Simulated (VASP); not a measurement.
The system is Co.

```
CELL_PARAMETERS angstrom
0.00000 1.76910 1.76910
1.76910 0.00000 1.76910
1.76910 1.76910 0.00000
ATOMIC_POSITIONS crystal
Co 0.00000 0.00000 0.00000
```

```yaml
Program: VASP 6.6.1
Task: relaxation of cell and atoms
Functional: revPBE
Potentials_or_basis: VASP PAW PBE potentials, release 64 (Co)
Cutoff: 600 eV
k_mesh: 15 × 15 × 15
Occupations: fermi-dirac, width 0.1 eV
Spin: no spin polarisation
```

At the start: pressure -11.1 GPa; volume 11.07 Å³/atom.

Task: How do energy, volume and symmetry change on relaxing?

Result: Over 3 steps the energy falls by 21.8 meV/atom and the volume is 10.49 Å³/atom (-5.3 %); space group Fm-3m (No. 225, to 0.05 Å).

Step by step:
```csv
step,energy change (eV),largest force (eV/Å),pressure (GPa),volume (Å³)
1,0.0000,0.0000,-11.15,11.07
2,0.0062,0.0000,15.91,9.88
3,-0.0218,0.0000,-0.09,10.49
```

Final structure:
```cif
data_structure
_symmetry_space_group_name_H-M 'P 1'
_symmetry_Int_Tables_number 1
_cell_length_a 2.4570
_cell_length_b 2.4570
_cell_length_c 2.4570
_cell_angle_alpha 60.000
_cell_angle_beta 60.000
_cell_angle_gamma 60.000
_cell_volume 10.49
loop_
_atom_site_label
_atom_site_type_symbol
_atom_site_fract_x
_atom_site_fract_y
_atom_site_fract_z
_atom_site_occupancy
Co1 Co 0.00000 0.00000 0.00000 1
```

Caveat: the PAW data sets were made with another functional, which shifts forces and pressure a little; the run has no spin polarisation, though such a crystal can be magnetic.
